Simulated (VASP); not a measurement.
Here is a VASP 6.6.1 calculation.

The input INCAR:

```
PREC = Accurate
ENCUT = 520
EDIFF = 1E-7
ISMEAR = -1
SIGMA = 0.02
LREAL = False
LASPH = True
NELM = 80
ALGO = Normal
ISIF = 2
LWAVE = False
LCHARG = False
GGA = PE
NBANDS = 41
```

File KPOINTS:

```
regular mesh
0
Gamma
  6 4 4
```

File POSCAR:

```
AlGa3P4
1.0
    3.8974942554      0.0000000000      0.0000000000
    0.0000000000      7.7888960967      0.0000000000
    0.0000000000      0.0000000000      5.5020580801
Al P Ga
1 4 3
Direct
    0.0000000000      0.0000000000      0.0005275670
    0.5000000000      0.0000000000      0.2489471710
    0.0000000000      0.2495586255      0.7504681336
    0.5000000000      0.5000000000      0.2497122183
    0.0000000000      0.7504413745      0.7504681336
    0.5000000000      0.2502484380      0.5000588960
    0.0000000000      0.5000000000     -0.0002410154
    0.5000000000      0.7497515620      0.5000588960
```

Potentials or basis: VASP PAW PBE potentials, release 64 (Al, P, Ga_d).

The run is started by

```sh
$ cat potpaw_PBE.64/Al/POTCAR potpaw_PBE.64/P/POTCAR potpaw_PBE.64/Ga_d/POTCAR > POTCAR
$ mpirun -np 1 vasp_std > vasp.out
```

(1) Estimate the pressure.

(2) Estimate the largest force.

(3) What does it give for the band gap on the k mesh?

Answers

(1) 0.0 GPa.

(2) 0.005 eV/Å.

(3) 1.62 eV (least direct gap 1.70 eV).
